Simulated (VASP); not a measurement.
# AlSi23O47 (a cell with a defect) in VASP: single point with PBEsol

Aim: the single point of AlSi23O47 (a cell with a defect) with PBEsol.

All numbers are computed with VASP 6.6.1; they aren't measurements. Logs are shortened: lines on timing, memory, paths and dates and some standing lists are left out, and cuts for length are marked.

## (1) The cell of the first run

The cell holds a defect, 71 atoms: a = 9.902 Å, b = 9.902 Å, c = 10.886 Å, α = 90.00°, β = 90.00°, γ = 120.00°.

## (2) Single point, PBEsol, collinear spin

INCAR reads:

```
SYSTEM = AlSi23O47
PREC = Accurate
ENCUT = 520
EDIFF = 1E-6
ISMEAR = -1
SIGMA = 0.05
LREAL = Auto
LASPH = .TRUE.
NELM = 200
ALGO = Normal
ISIF = 2
LWAVE = .FALSE.
LCHARG = .TRUE.
ISPIN = 2
MAGMOM = 0 0.2 0 0 0 0 0 0 0 0 0 0 0 0 0 0 0 0 0 0 0 0 0 0.2 0 0 0 0 0 0 0 0 0 0 0 0 0 0 0 0.2 0 0 0 0 0 0 0 0.2 0 0 0 0 0 0 0 0 0 0 0 0 0 0 0 0 0.2 0 0 0 0 0 0
LORBIT = 11
GGA = PS
LELF = .TRUE.
LVHAR = .TRUE.
NELECT = 375.0
NBANDS = 234
GGA_COMPAT = .FALSE.
```

KPOINTS reads:

```
regular mesh
0
G
  1 1 1
  0 0 0
```

POSCAR reads:

```
AlSi23O47
1.0
    9.9016390000      0.0000000000      0.0000000000
   -4.9508190000      8.5750710000      0.0000000000
    0.0000000000      0.0000000000     10.8858800000
Si Al O
23 1 47
Direct
    0.2250720000      0.9947850000      0.1679050000
    0.2515630000      0.9506790000      0.6884510000
    0.2269690000      0.4890300000      0.1681270000
    0.2415980000      0.5244800000      0.6708050000
    0.7286840000      0.9860830000      0.1654860000
    0.7416240000      0.0064880000      0.6650930000
    0.7372130000      0.4877590000      0.1609420000
    0.7345400000      0.4996750000      0.6697950000
    0.9847810000      0.2333250000      0.3263280000
    0.0121090000      0.2426770000      0.8273940000
    0.9870120000      0.7279070000      0.3320800000
    0.9977000000      0.7147160000      0.8447050000
    0.4963040000      0.2305240000      0.3269940000
    0.5098090000      0.2411090000      0.8388820000
    0.4924760000      0.7264850000      0.3363650000
    0.5089810000      0.7458560000      0.8388220000
    0.2669580000      0.2623680000      0.0004570000
    0.2730270000      0.7666020000      0.0088050000
    0.2588090000      0.7696090000      0.4950940000
    0.7703220000      0.2566280000      0.9990770000
    0.7558290000      0.2654420000      0.4992600000
    0.7651940000      0.7555840000      0.0024870000
    0.7564420000      0.7600220000      0.5042770000
    0.3138980000      0.3873430000      0.4218170000
    0.1964530000      0.1270570000      0.1048700000
    0.2288450000      0.6437200000      0.1219950000
    0.2168120000      0.6701660000      0.6236420000
    0.7016170000      0.1187130000      0.1020500000
    0.7104080000      0.1404610000      0.6097090000
    0.7005330000      0.6171960000      0.1039420000
    0.7138880000      0.6421990000      0.6196680000
    0.3507110000      0.0667540000      0.2796330000
    0.3744040000      0.0759150000      0.7757790000
    0.3482520000      0.5424520000      0.2947900000
    0.3696860000      0.5867390000      0.7798980000
    0.8516280000      0.0641660000      0.2780490000
    0.8874590000      0.0822750000      0.7599410000
    0.8574670000      0.5621800000      0.2750340000
    0.8682030000      0.5595030000      0.7766430000
    0.4458830000      0.3241980000      0.4191420000
    0.4314600000      0.2880170000      0.9480530000
    0.4163870000      0.7947870000      0.4314150000
    0.4366160000      0.8040430000      0.9468440000
    0.9154150000      0.2998780000      0.4301930000
    0.9316650000      0.2832620000      0.9399890000
    0.9129290000      0.7886000000      0.4357580000
    0.9279290000      0.7820040000      0.9452550000
    0.1314960000      0.2299810000      0.3870790000
    0.1501770000      0.2185810000      0.8839060000
    0.1192720000      0.7001970000      0.3976240000
    0.1368430000      0.6940630000      0.9033160000
    0.6187180000      0.1922520000      0.3963600000
    0.6409800000      0.2058370000      0.8905880000
    0.6111470000      0.6856150000      0.4059680000
    0.6382260000      0.7082510000      0.8933700000
    0.0545890000      0.3600930000      0.2133940000
    0.0801680000      0.3836350000      0.7263030000
    0.0625390000      0.8566600000      0.2235050000
    0.0792500000      0.8508020000      0.7353830000
    0.5747840000      0.3402740000      0.2070510000
    0.5715570000      0.3682780000      0.7302010000
    0.5658180000      0.8412680000      0.2203440000
    0.5827390000      0.8807510000      0.7342690000
    0.2973760000      0.4234350000      0.0663090000
    0.3031930000      0.4711660000      0.5553580000
    0.2910730000      0.9266550000      0.0623150000
    0.2934930000      0.9421070000      0.5494820000
    0.8086950000      0.4229640000      0.0575360000
    0.7839420000      0.4284030000      0.5556930000
    0.7989100000      0.9176060000      0.0649800000
    0.7827540000      0.9255190000      0.5530740000
```

Potentials or basis: VASP PAW PBE potentials, release 64 (Si, Al, O).

On the command line:

```bash
$ cat potpaw_PBE.64/Si/POTCAR potpaw_PBE.64/Al/POTCAR potpaw_PBE.64/O/POTCAR > POTCAR
$ mpirun -np 1 vasp_gam > vasp.out
```

OUTCAR:

```text
SYSTEM = AlSi23O47
   PREC = Accurate
   ENCUT = 520
   EDIFF = 1E-6
   ISMEAR = -1
   LREAL = Auto
   LASPH = .TRUE.
   NELM = 200
   ISIF = 2
   ISPIN = 2
   LORBIT = 11
   GGA = PS
   NELECT = 375.0

 ion  position               nearest neighbor table
   1  0.225  0.995  0.168-  58 1.62  25 1.62  66 1.63  32 1.63  13 3.06  18 3.07  17 3.07  11 3.08

   2  0.252  0.951  0.688-  33 1.55  59 1.57  67 1.58  19 2.79  12 2.97
   3  0.227  0.489  0.168-  26 1.60  64 1.61  56 1.61  34 1.73   9 3.01  17 3.07  18 3.08  15 3.10
                            24 3.20
   4  0.242  0.524  0.671-  65 1.60  35 1.62  57 1.62  27 1.66  19 3.03  16 3.06  10 3.08
   5  0.729  0.986  0.165-  70 1.62  28 1.62  36 1.62  62 1.64   9 3.05  22 3.05  20 3.09  15 3.09

   6  0.742  0.006  0.665-  71 1.62  29 1.62  37 1.62  63 1.62  23 3.07  21 3.08  10 3.08  16 3.10

   7  0.737  0.488  0.161-  60 1.62  30 1.62  38 1.62  68 1.62  20 3.03  22 3.06  11 3.06  13 3.06
[... 9 lines left out ...]
  12  0.998  0.715  0.845-  47 1.61  39 1.61  51 1.62  59 1.67   2 2.97  22 3.06   8 3.07  18 3.08

  13  0.496  0.231  0.327-  40 1.61  32 1.62  52 1.63  60 1.63  21 3.06   7 3.06   1 3.06  24 3.09

  14  0.510  0.241  0.839-  53 1.61  61 1.61  41 1.61  33 1.66   8 3.03  20 3.05  17 3.07
  15  0.492  0.726  0.336-  62 1.61  54 1.61  42 1.61  34 1.72  24 3.05  23 3.07  19 3.08   5 3.09
                             3 3.10
  16  0.509  0.746  0.839-  55 1.61  35 1.62  63 1.62  43 1.63   4 3.06  22 3.06  18 3.07   6 3.10

  17  0.267  0.262  0.000-  41 1.62  49 1.62  25 1.62  64 1.63   3 3.07   1 3.07  14 3.07  10 3.08
[... 15 lines left out ...]
  25  0.196  0.127  0.105-   1 1.62  17 1.62
  26  0.229  0.644  0.122-   3 1.60  18 1.63
  27  0.217  0.670  0.624-  19 1.64   4 1.66
  28  0.702  0.119  0.102-   5 1.62  20 1.63
  29  0.710  0.140  0.610-  21 1.62   6 1.62
  30  0.701  0.617  0.104-   7 1.62  22 1.62
  31  0.714  0.642  0.620-   8 1.62  23 1.62
  32  0.351  0.067  0.280-  13 1.62   1 1.63
  33  0.374  0.076  0.776-   2 1.55  14 1.66
  34  0.348  0.542  0.295-  15 1.72   3 1.73  24 1.97
  35  0.370  0.587  0.780-   4 1.62  16 1.62
  36  0.852  0.064  0.278-   9 1.62   5 1.62
  37  0.887  0.082  0.760-  10 1.62   6 1.62
  38  0.857  0.562  0.275-  11 1.62   7 1.62
  39  0.868  0.560  0.777-  12 1.61   8 1.63
  40  0.446  0.324  0.419-  13 1.61  24 1.71
[... 29 lines left out ...]
  70  0.799  0.918  0.065-   5 1.62  22 1.62
  71  0.783  0.926  0.553-  23 1.62   6 1.62

  LATTYP: Found a hexagonal cell.
 ALAT       =     9.9016390000
 C/A-ratio  =     1.0994018263

  Lattice vectors:

 A1 = (   9.9016390000,   0.0000000000,   0.0000000000)
 A2 = (  -4.9508190000,   8.5750710000,   0.0000000000)
 A3 = (   0.0000000000,   0.0000000000,  10.8858800000)

Analysis of symmetry for initial positions (statically):
=====================================================================
 Subroutine PRICEL returns:
 Original cell was already a primitive cell.

 Routine SETGRP: Setting up the symmetry group for a
 hexagonal supercell.

 Subroutine GETGRP returns: Found  1 space group operations
 (whereof  1 operations were pure point group operations)
 out of a pool of 24 trial point group operations.

The static configuration has the point symmetry C_1 .

Analysis of symmetry for dynamics (positions and initial velocities):
=====================================================================
 Subroutine PRICEL returns:
 Original cell was already a primitive cell.

 Routine SETGRP: Setting up the symmetry group for a
 hexagonal supercell.

 Subroutine GETGRP returns: Found  1 space group operations
 (whereof  1 operations were pure point group operations)
 out of a pool of 24 trial point group operations.

The dynamic configuration has the point symmetry C_1 .

Analysis of structural, dynamic, and magnetic symmetry:
=====================================================================
 Subroutine PRICEL returns:
 Original cell was already a primitive cell.

 Routine SETGRP: Setting up the symmetry group for a
 hexagonal supercell.

 Subroutine GETGRP returns: Found  1 space group operations
 (whereof  1 operations were pure point group operations)
 out of a pool of 24 trial point group operations.

[... 224 lines left out ...]
   PSTRESS=    0.0 pullay stress
   NELECT =     375.0000    total number of electrons
   NUPDOWN=      -1.0000    fix difference up-down
   EMIN   =  10.00;   EMAX   =-10.00  energy-range for DOS
   EFERMI =   0.00;   METHOD = LEGACY
   ISMEAR =    -1;   SIGMA  =   0.05  broadening in eV -4-tet -1-fermi 0-gaus
   EFERMI_NEDOS =   21; number of points for ismear=-14 and -15
   IALGO  =     38    algorithm
   IMIX   =      4    mixing-type and parameters
     AMIX     =   0.40;   BMIX     =  1.00
     AMIX_MAG =   1.60;   BMIX_MAG =  1.00
  volume/ion in A,a.u.               =      13.02        87.85
  Fermi-wavevector in a.u.,A,eV,Ry     =   1.211944  2.290242 19.984342  1.468808
  Thomas-Fermi vector in A             =   2.347443
   LORBIT       =     11    0 simple, 1 ext, 2 COOP (PROOUT), +10 PAW based schemes
   GGA     = PS    functional components
   LHFCALC =     F    Hartree Fock is set to
   AEXX    =    0.0000 exact exchange contribution
   IVDW    =     0    specifies the selected vdW correction
   LEPSILON=     F    determine dielectric tensor
   LRPA    =     F    only Hartree local field effects (RPA)
 spin polarized calculation
  energy-cutoff  :      520.00
  volume of cell :      924.29
 maximum number of plane-waves:     12459
 NGX is ok and might be reduce to    80
   NGX = 37   NGY = 37   NGZ = 41

 number of electron     374.9999997 magnetization       0.0288643

 number of electron     374.9999997 magnetization      -0.0229975

 Free energy of the ion-electron system (eV)
  ---------------------------------------------------
  ext. energy  EPLUGINS =         0.00000000
  ---------------------------------------------------
  free energy    TOTEN  =      -583.66509507 eV

  energy without entropy =     -583.53657543  energy(sigma->0) =     -583.60083525

 E-fermi :   0.9315     XC(G=0):  -9.2032

 val. band max:        0.8961395480   @ k =   0.0000   0.0000   0.0000
 cond. band min:       5.4456585064   @ k =   0.0000   0.0000   0.0000
 fundamental gap:      4.5495189585
 Fermi energy:         0.9314771803

 spin component 1

 k-point     1 :       0.0000    0.0000    0.0000
  band No.  band energies     occupation
      1     -18.8830      1.00000
      2     -18.5845      1.00000
      3     -18.3395      1.00000
      4     -18.1636      1.00000
      5     -18.1361      1.00000
      6     -18.0041      1.00000
[... 191 lines left out ...]
    198       9.2859      0.00000
    199       9.3110      0.00000
 Fermi energy:         0.9314771803

 spin component 2

 k-point     1 :       0.0000    0.0000    0.0000
  band No.  band energies     occupation
      1     -18.8830      1.00000
      2     -18.5846      1.00000
      3     -18.3397      1.00000
      4     -18.1637      1.00000
      5     -18.1366      1.00000
      6     -18.0043      1.00000
[... 191 lines left out ...]
    198       9.2857      0.00000
    199       9.3108      0.00000
 [bands above 199 left out]

------------------------ aborting loop because EDIFF is reached ----------------------------------------

  FORCE on cell =-STRESS in cart. coord.  units (eV):
  Direction    XX          YY          ZZ          XY          YZ          ZX
  --------------------------------------------------------------------------------------
  -------------------------------------------------------------------------------------
  Total       -8.6563775    -16.0801640    -11.5109550     -1.2400355      2.8314297     -2.4308612
  in kB      -15.0050834    -27.8735767    -19.9532472     -2.1494946      4.9080391     -4.2136881
  external PRESSURE =     -20.9439691 kB  Pullay stress =       0.0000000 kB

 VOLUME and BASIS-vectors are now :
 -----------------------------------------------------------------------------
  energy-cutoff  :      520.00
  volume of cell :      924.29
      direct lattice vectors                 reciprocal lattice vectors
     9.901639000  0.000000000  0.000000000     0.100993381  0.058308549  0.000000000
    -4.950819000  8.575071000  0.000000000     0.000000000  0.116617110  0.000000000
     0.000000000  0.000000000 10.885880000     0.000000000  0.000000000  0.091862119

 POSITION                                       TOTAL-FORCE (eV/Angst)
 -----------------------------------------------------------------------------------
     -2.69642      8.53035      1.82779        -0.045946      0.095230      0.065001
     -2.21575      8.15214      7.49439         0.018255      0.035132     -0.011106
     -0.17373      4.19347      1.83021         0.002587     -0.059652      0.119410
     -0.20439      4.49745      7.30230         0.034521     -0.096234     -0.082247
      2.33325      8.45573      1.80146         0.049410     -0.009333      0.067205
      7.31117      0.05564      7.24012        -0.041548      0.097708     -0.044965
[... 63 lines left out ...]
      3.36762      7.86854      0.70736         0.006116     -0.002916     -0.009241
      3.16847      7.93639      6.02070         0.023650     -0.011651     -0.005265
 -----------------------------------------------------------------------------------
    total drift:                                0.004511      0.004361     -0.000843

  FREE ENERGIE OF THE ION-ELECTRON SYSTEM (eV)
  ---------------------------------------------------
  free  energy   TOTEN  =      -583.6650950744 eV

  energy  without entropy=     -583.5365754346  energy(sigma->0) =     -583.60083525

 total charge

# of ion       s       p       d       tot
------------------------------------------
    1        0.643   0.987   0.000   1.631
    2        0.676   0.992   0.000   1.669
    3        0.645   0.977   0.000   1.622
    4        0.646   0.994   0.000   1.640
    5        0.641   0.983   0.000   1.624
    6        0.644   0.993   0.000   1.638
[... 63 lines left out ...]
   70        1.547   3.674   0.000   5.220
   71        1.545   3.676   0.000   5.221
--------------------------------------------------
tot         87.879 195.293   0.000 283.172

 magnetization (x)

# of ion       s       p       d       tot
------------------------------------------
    1        0.000   0.000   0.000   0.000
    2       -0.000  -0.000   0.000  -0.000
    3       -0.000   0.000   0.000  -0.000
    4       -0.000  -0.000   0.000  -0.000
    5        0.000   0.000   0.000   0.000
    6        0.000   0.000   0.000   0.000
[... 63 lines left out ...]
   70       -0.000  -0.000   0.000  -0.000
   71       -0.000  -0.000   0.000  -0.000
--------------------------------------------------
tot         -0.000  -0.019   0.000  -0.019
```

It took 69 min on 1 thread of Intel Xeon 8259CL, shared host; peak memory 1.4 GiB.

What came out:

- Free energy: -583.6651 eV
- Largest force: 0.206 eV/Å
- Net moment: -0.02 μB per cell
- Valence electrons inside the program's atomic spheres: Si 1.63, 1.67, 1.62, 1.64, 1.65, 1.66, 1.61 (each value once); Al 0.78; O 5.21, 5.22, 5.18, 5.17, 5.16, 5.20, 5.13 (each value once)

Forces on the atoms (eV/Å):
```
Si  -0.046  0.095  0.065
Si   0.018  0.035 -0.011
Si   0.003 -0.060  0.119
Si   0.035 -0.096 -0.082
Si   0.049 -0.009  0.067
Si  -0.042  0.098 -0.045
Si  -0.065 -0.031 -0.024
Si   0.008 -0.023 -0.019
Si   0.077  0.012  0.190
Si  -0.013  0.026 -0.051
Si   0.051 -0.023  0.023
Si  -0.016  0.016 -0.035
Si   0.058 -0.009  0.157
Si  -0.063 -0.067 -0.064
Si  -0.050 -0.069 -0.029
Si   0.050 -0.059 -0.054
Si  -0.015  0.037  0.030
Si   0.020 -0.073  0.019
Si   0.051  0.037  0.005
Si   0.055 -0.037  0.019
Si   0.126 -0.032 -0.148
Si   0.001  0.059  0.035
Si  -0.075  0.007  0.009
Al  -0.083 -0.106  0.030
O   -0.011 -0.021 -0.014
O   -0.045  0.075 -0.042
O   -0.048  0.042  0.033
O   -0.072  0.035 -0.025
O   -0.037 -0.031  0.041
O   -0.014 -0.002 -0.012
O   -0.022  0.015 -0.005
O    0.008 -0.090 -0.068
O    0.046  0.060  0.042
O    0.009  0.032 -0.023
O    0.047  0.031  0.027
O   -0.031 -0.053 -0.061
O    0.015 -0.045  0.011
O    0.024 -0.011  0.008
O    0.008 -0.032 -0.006
O   -0.003  0.020 -0.019
O    0.017  0.015  0.015
O   -0.008  0.021  0.005
O   -0.016  0.026  0.012
O   -0.057  0.006  0.024
O    0.016  0.015  0.014
O    0.025  0.013 -0.017
O    0.022  0.011  0.000
O    0.108  0.012 -0.059
O    0.034 -0.021  0.003
O   -0.040 -0.022 -0.033
O    0.049  0.005  0.034
O   -0.062 -0.003  0.013
O    0.044 -0.027  0.020
O    0.065 -0.012  0.042
O   -0.008 -0.040  0.001
O   -0.027  0.054 -0.074
O   -0.038 -0.016  0.041
O   -0.027 -0.024 -0.014
O   -0.086 -0.046  0.037
O   -0.022  0.018 -0.029
O   -0.025  0.011  0.006
O   -0.012  0.007 -0.035
O   -0.022 -0.005  0.042
O    0.046 -0.003 -0.039
O    0.006  0.072  0.007
O   -0.003  0.035 -0.027
O    0.010  0.019 -0.087
O    0.003  0.064 -0.015
O   -0.028  0.075  0.032
O    0.006 -0.003 -0.009
O    0.024 -0.012 -0.005
```

Caveat: the k points lie up to 0.73 Å⁻¹ apart; the cell carries a net charge on a neutralising background, which shifts energy and pressure; the cell is charged against a uniform background, so pressure and absolute levels hang on convention; the PAW data sets were made with another functional, which shifts forces and pressure a little.
